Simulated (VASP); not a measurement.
A run of VASP 6.6.1 is set up as follows.

File INCAR:

```
SYSTEM = TiTe2
PREC = Accurate ; ENCUT = 520
EDIFF = 1E-6 ; ISMEAR = -1
SIGMA = 0.05 ; LREAL = .False.
LASPH = .True. ; NELM = 150
ALGO = Normal ; ISIF = 2
LWAVE = .False. ; LCHARG = .False.
LMAXMIX = 4 ; LDAU = .True.
LDAUTYPE = 2 ; LDAUL = -1 2
LDAUU = 0 2 ; LDAUJ = 0 0
LDAUPRINT = 1 ; GGA = PS
NBANDS = 19
```

KPOINTS

```
regular mesh
0
Gamma
  8 8 4
  0 0 0
```

Contents of POSCAR:

```
TiTe2
1.0
    3.7770000000      0.0000000000      0.0000000000
   -1.8885000000      3.2709779501      0.0000000000
    0.0000000000      0.0000000000      6.4980000000
Te Ti
2 1
Direct
    0.3333333333      0.6666666667      0.7372000000
    0.6666666667      0.3333333333      0.2628000000
    0.0000000000      0.0000000000      0.0000000000
```

Potentials or basis: VASP PAW PBE potentials, release 64 (Te, Ti_sv).

The run is started by

```sh
$ cat potpaw_PBE.64/Te/POTCAR potpaw_PBE.64/Ti_sv/POTCAR > POTCAR
$ mpirun -np 1 vasp_std > vasp.out
```

(1) Predict the largest force.

(2) Estimate the band gap on the k mesh.

## Answers

(1) 0.029 eV/Å.

(2) zero (band 12 reaches 7.26 eV, above the bottom of band 13 at 6.59 eV).

Caveat: the PAW data sets were made with another functional, which shifts forces and pressure a little; spin-orbit coupling is left out, which moves the levels of the heavy elements; U without spin polarisation on a metal has little footing; the U is typed as a test and isn't derived for this compound.
